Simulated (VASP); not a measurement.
The system is CuNi2.

```
Cu Ni
1.0
     2.52069    0.00000    0.00000
    -1.26035    2.18299    0.00000
     0.00000    0.00000   11.94760
Cu Ni
2 4
Direct
  0.33333 0.66667 0.66667
  0.33333 0.66667 0.33333
  0.33333 0.66667 0.00000
  0.66667 0.33333 0.83333
  0.66667 0.33333 0.16667
  0.66667 0.33333 0.50000
```

```yaml
Program: VASP 6.6.1
Task: relaxation of cell and atoms
Functional: PBE
Potentials_or_basis: VASP PAW PBE potentials, release 64 (Cu, Ni)
Cutoff: 600 eV
k_mesh: 6 × 6 × 2
Occupations: gaussian, width 0.1 eV
Spin: collinear spin, ferrimagnetic start
Starting_moments: "[0.0, 0.0, -2.0, -2.0, 2.0, -2.0] μB"
```

At the start: pressure 4.6 GPa; volume 10.96 Å³/atom.

Problem. How do energy, volume and symmetry change on relaxing?

Solution. Over 8 steps the energy falls by 20.8 meV/atom and the volume is 11.23 Å³/atom (+2.5 %); space group P-6m2 (No. 187, to 0.1 Å) before and after; moment 1.83 μB per cell.

Step by step:
| step | energy change (eV) | largest force (eV/Å) | pressure (GPa) | volume (Å³) |
| --- | --- | --- | --- | --- |
| 1 | 0.0000 | 0.4548 | 4.64 | 65.74 |
| 2 | -0.0963 | 0.2164 | -3.65 | 68.77 |
| 3 | -0.0984 | 0.2417 | -2.67 | 68.36 |
| 4 | -0.1212 | 0.0965 | 0.42 | 67.17 |
| 5 | -0.1215 | 0.1114 | 0.07 | 67.29 |
| 6 | -0.1232 | 0.0728 | 0.07 | 67.29 |
| 7 | -0.1249 | 0.0416 | 0.09 | 67.30 |
| 8 | -0.1251 | 0.0081 | -0.12 | 67.39 |

Final structure:
```xyz
6
Lattice="2.4994 0.0000 0.0000 -1.2497 2.1646 0.0000 0.0000 0.0000 12.4562" Properties=species:S:1:pos:R:3 pbc="T T T"
Cu    0.0000    1.4430    8.3181
Cu    0.0000    1.4430    4.1382
Ni    0.0000    1.4430    0.0000
Ni    1.2497    0.7215   10.4339
Ni    1.2497    0.7215    2.0223
Ni    1.2497    0.7215    6.2281
```

Caveat: the k points lie up to 0.48 Å⁻¹ apart in the final cell.
